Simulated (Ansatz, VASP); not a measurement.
NaF in VASP and in Ansatz

```
Na F
1.0
     0.00000    2.29707    2.29707
     2.29707    0.00000    2.29707
     2.29707    2.29707    0.00000
Na F
1 1
Direct
  0.00000 0.00000 0.00000
  0.50000 0.50000 0.50000
```

Alike in both runs: functional r2SCAN; k mesh 8 × 8 × 8; occupations gaussian, width 0.02 eV; no spin polarisation.

Ansatz relaxed the structure, and its values are those at the end. VASP's run is a single point on that final structure, the one shown.

|  | VASP | Ansatz |
| --- | --- | --- |
| version | VASP 6.6.1 | Ansatz 0.2.0 |
| potentials or method | VASP PAW PBE potentials, release 64 (Na_pv, F), cutoff 520 eV | scalar-relativistic, plane waves, PAW |
| valence electrons in the cell | 14 | 16 |

|  | VASP | Ansatz | Ansatz less VASP |
| --- | --- | --- | --- |
| gap on the k mesh at the Fermi level (eV) | 7.32 | 7.28 | -0.040 |
| least direct gap on the mesh (eV) | 7.32 | 7.28 | -0.040 |
| pressure (GPa) | -0.9 | 0.0 | +0.90 |

VASP's potentials were made for PBE, not for r2SCAN. VASP's potentials hold 14 valence electrons a cell and Ansatz's 16, so a difference there can come from the potentials and not from the codes.
